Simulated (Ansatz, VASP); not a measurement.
**One calculation of Al3GaN4, two programs**

```
Al Ga N
1.0
     4.75955    0.00000    0.00000
     0.00000    4.75955    0.00000
     0.00000    0.00000    4.75955
Al Ga N
3 1 4
Direct
  0.50000 0.50000 0.00000
  0.50000 0.00000 0.50000
  0.00000 0.50000 0.50000
  0.00000 0.00000 0.00000
  0.74471 0.74471 0.25529
  0.74471 0.25529 0.74471
  0.25529 0.74471 0.74471
  0.25529 0.25529 0.25529
```

Change from the starting cell: strain +0.080 along x and y, +0.080 along z, atoms carried along.

Alike in both runs: task single point; functional PBEsol; k mesh 6 × 6 × 6; occupations gaussian, width 0.05 eV; no spin polarisation.

|  | VASP | Ansatz |
| --- | --- | --- |
| version | VASP 6.6.1 | Ansatz 0.2.0 |
| potentials or method | VASP PAW PBE potentials, release 64 (Al, Ga_d, N), cutoff 520 eV | scalar-relativistic, plane waves, PAW |
| valence electrons in the cell | 42 | 42 |

VASP gave:

| Quantity | Value |
| --- | --- |
| gap on the k mesh at the Fermi level (eV) | 1.70 |
| least direct gap on the mesh (eV) | 1.70 |
| pressure (GPa) | -28.5 |
| rms of the force components (eV/Å) | 0.019 |

Question: Which values does Ansatz return?

Answer: gap on the k mesh at the Fermi level (eV): 1.69; least direct gap on the mesh (eV): 1.69; pressure (GPa): -28.4; rms of the force components (eV/Å): 0.015.

VASP's potentials were made for PBE, not for PBEsol. Atom by atom the forces differ by 0.004 eV/Å (rms over components). Both programs put the cell under strong tension, so it lies far from rest at this level.
